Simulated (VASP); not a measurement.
# Sb (Im-3m) in VASP: a series of runs

Runs on Sb. Level: PBE. Tasks: single point, relaxation of cell and atoms.

Everything below comes from runs of VASP 6.6.1. Logs are shortened: lines on timing, memory, paths and dates and some standing lists are left out, and cuts for length are marked.

### 1 The cell of the first run

It takes space group Im-3m (No. 229, cubic). Conventional cell: a = 5.582 Å, b = 5.582 Å, c = 5.582 Å, α = 90.00°, β = 90.00°, γ = 90.00°. Within 3.7 Å of Sb (site symmetry 4/mmm) lie 4 Sb at 2.79 Å.

### 2 Single point, PBE

INCAR

```
  PREC = Accurate
  ENCUT = 520
  EDIFF = 1E-7
  ISMEAR = 0
  SIGMA = 0.1
  LREAL = F
  LASPH = T
  NELM = 80
  ALGO = Normal
  ISIF = 2
  LWAVE = F
  LCHARG = T
  GGA = PE
  LELF = T
  LVHAR = T
  NBANDS = 14
```

KPOINTS

```
Automatic mesh
0
Gamma
  4 4 4
```

POSCAR

```
Sb
1.0
   -2.7911526100      2.7911526100      2.7911526100
    2.7911526100     -2.7911526100      2.7911526100
    2.7911526100      2.7911526100     -2.7911526100
Sb
3
Direct
    0.0000000000      0.5000000000      0.5000000000
    0.5000000000      0.0000000000      0.5000000000
    0.5000000000      0.5000000000      0.0000000000
```

Potentials or basis: VASP PAW PBE potentials, release 64 (Sb).

Run with:

```bash
$ cat potpaw_PBE.64/Sb/POTCAR > POTCAR
$ mpirun -np 1 vasp_std > vasp.out
```

OUTCAR:

```text
PREC = Accurate
   ENCUT = 520
   EDIFF = 1E-7
   ISMEAR = 0
   LREAL = F
   LASPH = T
   NELM = 80
   ISIF = 2
   GGA = PE

 ion  position               nearest neighbor table
   1  0.000  0.500  0.500-   2 2.79   3 2.79   3 2.79   2 2.79
   2  0.500  0.000  0.500-   1 2.79   3 2.79   3 2.79   1 2.79
   3  0.500  0.500  0.000-   1 2.79   2 2.79   2 2.79   1 2.79

  LATTYP: Found a body centered cubic cell.
 ALAT       =     5.5823052200

  Lattice vectors:

 A1 = (  -2.7911526100,   2.7911526100,   2.7911526100)
 A2 = (   2.7911526100,  -2.7911526100,   2.7911526100)
 A3 = (   2.7911526100,   2.7911526100,  -2.7911526100)

Analysis of symmetry for initial positions (statically):
=====================================================================
 Subroutine PRICEL returns:
 Original cell was already a primitive cell.

 Routine SETGRP: Setting up the symmetry group for a
 body centered cubic supercell.

 Subroutine GETGRP returns: Found 48 space group operations
 (whereof 48 operations were pure point group operations)
 out of a pool of 48 trial point group operations.

The static configuration has the point symmetry O_h .

Analysis of symmetry for dynamics (positions and initial velocities):
=====================================================================
 Subroutine PRICEL returns:
 Original cell was already a primitive cell.

 Routine SETGRP: Setting up the symmetry group for a
 body centered cubic supercell.

 Subroutine GETGRP returns: Found 48 space group operations
 (whereof 48 operations were pure point group operations)
 out of a pool of 48 trial point group operations.

The dynamic configuration has the point symmetry O_h .

 Subroutine INISYM returns: Found 48 space group operations
 (whereof 48 operations are pure point group operations),
 and found     1 'primitive' translations

----------------------------------------------------------------------------------------

                                     Primitive cell

  volume of cell :      86.9783

  direct lattice vectors                    reciprocal lattice vectors
    -2.791152610  2.791152610  2.791152610     0.000000000  0.179137464  0.179137464
     2.791152610 -2.791152610  2.791152610     0.179137464  0.000000000  0.179137464
     2.791152610  2.791152610 -2.791152610     0.179137464  0.179137464  0.000000000

  length of vectors
     4.834418132  4.834418132  4.834418132     0.253338631  0.253338631  0.253338631

  position of ions in fractional coordinates (direct lattice)
     0.000000000  0.500000000  0.500000000
     0.500000000  0.000000000  0.500000000
     0.500000000  0.500000000  0.000000000

  ion indices of the primitive-cell ions
   primitive index   ion index
                 1           1
                 2           2
                 3           3

----------------------------------------------------------------------------------------

 KPOINTS: Automatic mesh

Automatic generation of k-mesh.
 Grid dimensions read from file:
 generate k-points for:    4    4    4

 Generating k-lattice:

  Cartesian coordinates                     Fractional coordinates (reciprocal lattice)
     0.000000000  0.044784366  0.044784366     0.250000000  0.000000000  0.000000000
     0.044784366  0.000000000  0.044784366     0.000000000  0.250000000  0.000000000
     0.044784366  0.044784366  0.000000000     0.000000000  0.000000000  0.250000000

  Length of vectors
     0.063334658  0.063334658  0.063334658

  Shift w.r.t. Gamma in fractional coordinates (k-lattice)
     0.000000000  0.000000000  0.000000000

 Subroutine IBZKPT returns following result:
 ===========================================

 Found      8 irreducible k-points:

 Following reciprocal coordinates:
            Coordinates               Weight
  0.000000  0.000000  0.000000      1.000000
  0.250000  0.000000  0.000000     12.000000
  0.500000  0.000000  0.000000      6.000000
  0.250000  0.250000  0.000000     24.000000
  0.250000  0.250000  0.250000      2.000000
 -0.250000  0.250000  0.250000      6.000000
  0.500000  0.500000  0.250000     12.000000
  0.500000  0.500000  0.500000      1.000000
   k-points           NKPTS =      8   k-points in BZ     NKDIM =      8   number of bands    NBANDS=     14
   number of dos      NEDOS =    301   number of ions     NIONS =      3
   total plane-waves  NPLWV =  46656
   dimension x,y,z NGX =    36 NGY =   36 NGZ =   36
   dimension x,y,z NGXF=    72 NGYF=   72 NGZF=   72
   ions per type =               3
   NGX,Y,Z   is equivalent  to a cutoff of  12.38, 12.38, 12.38 a.u.
   NGXF,Y,Z  is equivalent  to a cutoff of  24.76, 24.76, 24.76 a.u.
 SYSTEM =  unknown system
   PREC   = accura    normal or accurate (medium, high low for compatibility)
   ISTART =      0    job   : 0-new  1-cont  2-samecut
   ICHARG =      2    charge: 1-file 2-atom 10-const
   ISPIN  =      1    spin polarized calculation?
   LNONCOLLINEAR =      F non collinear calculations
   LSORBIT =      F    spin-orbit coupling
   LASPH  =      T    aspherical Exc in radial PAW
   ENCUT  =  520.0 eV  38.22 Ry    6.18 a.u.   8.99  8.99  8.99*2*pi/ulx,y,z
   NELM   =     80;   NELMIN=  2; NELMDL= -5     # of ELM steps
   EDIFF  = 0.1E-06   stopping-criterion for ELM
   LREAL  =      F    real-space projection
   EDIFFG = 0.1E-05   stopping-criterion for IOM
   NSW    =      0    number of steps for IOM
   IBRION =     -1    ionic relax: 0-MD 1-quasi-New 2-CG
   NFREE  =      0    steps in history (QN), initial steepest desc. (CG)
   ISIF   =      2    stress and relaxation
   ISYM   =      2    0-nonsym 1-usesym 2-fastsym
   POTIM  = 0.5000    time-step for ionic-motion
   TEBEG  =    0.0;   TEEND  =   0.0 temperature during run
   PSTRESS=    0.0 pullay stress
   NELECT =      15.0000    total number of electrons
   NUPDOWN=      -1.0000    fix difference up-down
   EMIN   =  10.00;   EMAX   =-10.00  energy-range for DOS
   EFERMI =   0.00;   METHOD = LEGACY
   ISMEAR =     0;   SIGMA  =   0.10  broadening in eV -4-tet -1-fermi 0-gaus
   EFERMI_NEDOS =   21; number of points for ismear=-14 and -15
   IALGO  =     38    algorithm
   IMIX   =      4    mixing-type and parameters
     AMIX     =   0.40;   BMIX     =  1.00
     AMIX_MAG =   1.60;   BMIX_MAG =  1.00
  volume/ion in A,a.u.               =      28.99       195.65
  Fermi-wavevector in a.u.,A,eV,Ry     =   0.911245  1.722003 11.297827  0.830367
  Thomas-Fermi vector in A             =   2.035501
   LORBIT       =      0    0 simple, 1 ext, 2 COOP (PROOUT), +10 PAW based schemes
   GGA     = PE    functional components
   LHFCALC =     F    Hartree Fock is set to
   AEXX    =    0.0000 exact exchange contribution
   IVDW    =     0    specifies the selected vdW correction
   LEPSILON=     F    determine dielectric tensor
   LRPA    =     F    only Hartree local field effects (RPA)
 non-spin polarized calculation
 Gauss-broadening in eV      SIGMA  =   0.10
  energy-cutoff  :      520.00
  volume of cell :       86.98
 maximum number of plane-waves:      2382
   NGX = 17   NGY = 17   NGZ = 17

 number of electron      14.9999998 magnetization

 Free energy of the ion-electron system (eV)
  ---------------------------------------------------
  ext. energy  EPLUGINS =         0.00000000
  ---------------------------------------------------
  free energy    TOTEN  =        -9.99701432 eV

  energy without entropy =       -9.95560861  energy(sigma->0) =       -9.97631147

 E-fermi :   7.4127     XC(G=0):  -9.6689

 val. band max:        7.3945865741   @ k =   0.2500   0.2500   0.0000
 cond. band min:       7.4232813377   @ k =   0.2500   0.2500   0.0000
 fundamental gap:      0.0286947636
 Fermi energy:         7.4127018764

 k-point     1 :       0.0000    0.0000    0.0000
  band No.  band energies     occupation
      1      -5.8224      2.00000
      2       1.0536      2.00000
      3       1.0536      2.00000
      4       3.0048      2.00000
      5       3.0048      2.00000
      6       3.0048      2.00000
      7       6.8229      2.00000
      8       6.8229      2.00000
      9       6.8229      2.00000
     10      10.2926      0.00000
     11      10.2926      0.00000
     12      10.2926      0.00000
     13      11.3800      0.00000
     14      14.5262      0.00000

 k-point     2 :       0.2500    0.0000    0.0000
  band No.  band energies     occupation
      1      -5.3038      2.00000
      2      -1.1294      2.00000
      3       0.1942      2.00000
      4       2.7195      2.00000
      5       4.5847      2.00000
      6       5.2135      2.00000
      7       5.6223      2.00000
      8       6.2082      2.00000
      9       7.6793      0.00016
     10      11.5287      0.00000
     11      11.5534      0.00000
     12      11.6361      0.00000
     13      11.9064      0.00000
     14      12.0679      0.00000

 k-point     3 :       0.5000    0.0000    0.0000
  band No.  band energies     occupation
      1      -4.2011      2.00000
      2      -3.0745      2.00000
      3      -0.2918      2.00000
      4       2.4727      2.00000
      5       4.7303      2.00000
      6       5.7896      2.00000
      7       6.3845      2.00000
      8       7.7727      0.00000
      9       8.3745      0.00000
     10       9.2372      0.00000
     11       9.8401      0.00000
     12      14.3306      0.00000
     13      14.7389      0.00000
     14      14.8297      0.00000
[... 52 lines left out ...]
 k-point     7 :       0.5000    0.5000    0.2500
  band No.  band energies     occupation
      1      -3.7975      2.00000
      2      -3.1469      2.00000
      3       0.0891      2.00000
      4       1.8274      2.00000
      5       3.1375      2.00000
      6       4.3719      2.00000
      7       6.6176      2.00000
      8       7.1126      1.99998
      9       8.9144      0.00000
     10      11.9836      0.00000
     11      13.0414      0.00000
     12      13.4171      0.00000
     13      13.7980      0.00000
     14      14.1325      0.00000

 k-point     8 :       0.5000    0.5000    0.5000
  band No.  band energies     occupation
      1      -3.2416      2.00000
      2      -3.2416      2.00000
      3       1.3868      2.00000
      4       1.3868      2.00000
      5       1.3868      2.00000
      6       2.0111      2.00000
      7       8.3743      0.00000
      8       8.3743      0.00000
      9       8.3743      0.00000
     10      12.8157      0.00000
     11      13.7390      0.00000
     12      13.7390      0.00000
     13      13.7390      0.00000
     14      15.3858      0.00000

------------------------ aborting loop because EDIFF is reached ----------------------------------------

  FORCE on cell =-STRESS in cart. coord.  units (eV):
  Direction    XX          YY          ZZ          XY          YZ          ZX
  --------------------------------------------------------------------------------------
  -------------------------------------------------------------------------------------
  Total        6.3933220      6.3933220      6.3933220      0.0000000     -0.0000000     -0.0000000
  in kB      117.7677624    117.7677624    117.7677624      0.0000000     -0.0000000     -0.0000000
  external PRESSURE =     117.7677624 kB  Pullay stress =       0.0000000 kB

 VOLUME and BASIS-vectors are now :
 -----------------------------------------------------------------------------
  energy-cutoff  :      520.00
  volume of cell :       86.98
      direct lattice vectors                 reciprocal lattice vectors
    -2.791152610  2.791152610  2.791152610     0.000000000  0.179137464  0.179137464
     2.791152610 -2.791152610  2.791152610     0.179137464  0.000000000  0.179137464
     2.791152610  2.791152610 -2.791152610     0.179137464  0.179137464  0.000000000

 POSITION                                       TOTAL-FORCE (eV/Angst)
 -----------------------------------------------------------------------------------
      2.79115      0.00000      0.00000        -0.000000      0.000000     -0.000000
      0.00000      2.79115      0.00000        -0.000000     -0.000000      0.000000
      0.00000      0.00000      2.79115         0.000000      0.000000     -0.000000
 -----------------------------------------------------------------------------------
    total drift:                                0.000000      0.000000     -0.000000

  FREE ENERGIE OF THE ION-ELECTRON SYSTEM (eV)
  ---------------------------------------------------
  free  energy   TOTEN  =        -9.9970143199 eV

  energy  without entropy=       -9.9556086139  energy(sigma->0) =       -9.97631147
```

Run time: 16 s. Hardware: 1 thread of Intel Xeon 8259CL, shared host; peak memory 0.2 GiB.

Results:

```
Free energy : -9.9970 eV
Pressure    : 11.8 GPa
```

Caveat: the k points lie up to 0.40 Å⁻¹ apart; spin-orbit coupling is left out, which moves the levels of the heavy elements.

(Part 1 of 2 ends here.)
